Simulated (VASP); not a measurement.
ZrS: single point with PBEsol

Crystal: ZrS.

```xyz
2
Lattice="0.0000 2.6566 2.6436 2.4499 0.0000 2.6436 2.4499 2.6566 0.0000" Properties=species:S:1:pos:R:3 pbc="T T T"
Zr    0.0000    0.0000    0.0000
S     2.4499    2.6566    2.6436
```

This cell differs from its parent crystal: strain +e along x and -e along y -0.0400, strain +e along z and -e/2 along x and y +0.0233.

```
Program                : VASP 6.6.1
Task                   : single point
Functional             : PBEsol
Potentials or basis    : VASP PAW PBE potentials, release 64 (Zr_sv, S)
Cutoff                 : 520 eV
k mesh                 : 16 × 16 × 16
Occupations            : gaussian, width 0.15 eV
Spin                   : no spin polarisation
Dipole correction      : no
Further INCAR settings : ALGO = Normal; EDIFF = 1e-06; NBANDS = 16
```

```yaml
Pressure: 3.1 GPa
Band_gap_on_the_k_mesh: zero (bands 9 and 10 overlap by 3.13 eV)
```

Stress tensor (GPa, compression positive):
```
22.09  0.00  0.00
 0.00 -6.87  0.00
 0.00  0.00 -5.85
```

Levels at points of the mesh, in eV from the Fermi level:
| k point | band 5 | band 6 | band 7 | band 8 | band 9 | band 10 | band 11 | band 12 | band 13 | band 14 |
| --- | --- | --- | --- | --- | --- | --- | --- | --- | --- | --- |
| (0.00, 0.00, 0.00) | -16.04 | -3.59 | -3.58 | -3.27 | -1.74 | -1.69 | -0.91 | -0.86 | -0.85 | 2.64 |
| (0.50, 0.00, 0.00) | -14.23 | -8.26 | -6.21 | -6.15 | 1.45 | 1.84 | 1.91 | 2.10 | 5.47 | 5.51 |
| (0.50, 0.50, 0.00) | -15.18 | -6.46 | -4.39 | -4.21 | -3.67 | 0.34 | 2.32 | 2.78 | 3.12 | 3.85 |
| (0.50, 0.00, 0.50) | -15.19 | -6.49 | -4.37 | -4.19 | -3.68 | 0.33 | 2.36 | 2.75 | 3.12 | 3.84 |
| (0.00, 0.50, 0.50) | -15.11 | -5.86 | -4.71 | -4.71 | -3.65 | 0.85 | 2.43 | 2.48 | 3.07 | 3.85 |

Wall time 2.5 min on 1 thread of Intel(R) Xeon(R) 6975P-C (Granite Rapids) (shared host), peak memory 0.42 GiB.

Caveat: the cell differs from its parent crystal (strain +e along x and -e along y -0.0400, strain +e along z and -e/2 along x and y +0.0233); the stress differs along the axes, from -7 to 22 GPa; the PAW data sets were made with another functional, which shifts forces and pressure a little.
